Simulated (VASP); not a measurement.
Write the native input for VASP 6.6.1 that does the following.

| Quantity | Value |
| --- | --- |
| Task | single point |
| Functional | PBE |
| Potentials or basis | VASP PAW PBE potentials, release 64 (Mo_sv, S) |
| Cutoff | 520 eV |
| k mesh | 6 × 6 × 6 |
| Occupations | gaussian, width 0.01 eV |
| Spin | no spin polarisation |
| Dipole correction | no |
| Further INCAR settings | ALGO = Normal; EDIFF = 1e-06; NBANDS = 20 |

The structure of MoS2 lies in POSCAR:

```
MoS2
1.0
    1.5875903433      0.9165957121      6.1939280585
   -1.5875903433      0.9165957121      6.1939280585
    0.0000000000     -1.8331914241      6.1939280585
Mo S
1 2
Direct
    0.0000965174      0.0000965174      0.0000965174
    0.2497906776      0.2497906776      0.2497906776
    0.4171128050      0.4171128050      0.4171128050
```

One way to write it, as run:

INCAR

```
PREC     = Accurate       # precision mode
ENCUT    = 520            # plane-wave cutoff, eV
EDIFF    = 1E-6           # SCF threshold, eV
ISMEAR   = 0              # smearing method
SIGMA    = 0.01           # smearing width, eV
LREAL    = F              # projectors in reciprocal space
LASPH    = T              # aspherical terms in the spheres
NELM     = 100            # most SCF steps
ALGO     = Normal         # electronic algorithm
ISIF     = 2              # what is computed and relaxed
LWAVE    = F              # write WAVECAR
LCHARG   = F              # write CHGCAR
GGA      = PE             # functional
NBANDS   = 20             # bands
```

KPOINTS

```
regular mesh
0
Gamma
  6 6 6
```

Potentials or basis: VASP PAW PBE potentials, release 64 (Mo_sv, S).

Run with:

```console
$ cat potpaw_PBE.64/Mo_sv/POTCAR potpaw_PBE.64/S/POTCAR > POTCAR
$ mpirun -np 1 vasp_std > vasp.out
```

Results of the run:

```yaml
Pressure: 2.3 GPa
Largest_force: 0.103 eV/Å
Band_gap_on_the_k_mesh: 0.97 eV, indirect (least direct gap 1.69 eV)
```

Wall time 3 min on 1 thread of AMD EPYC 7R13 (shared host), peak memory 0.28 GiB.
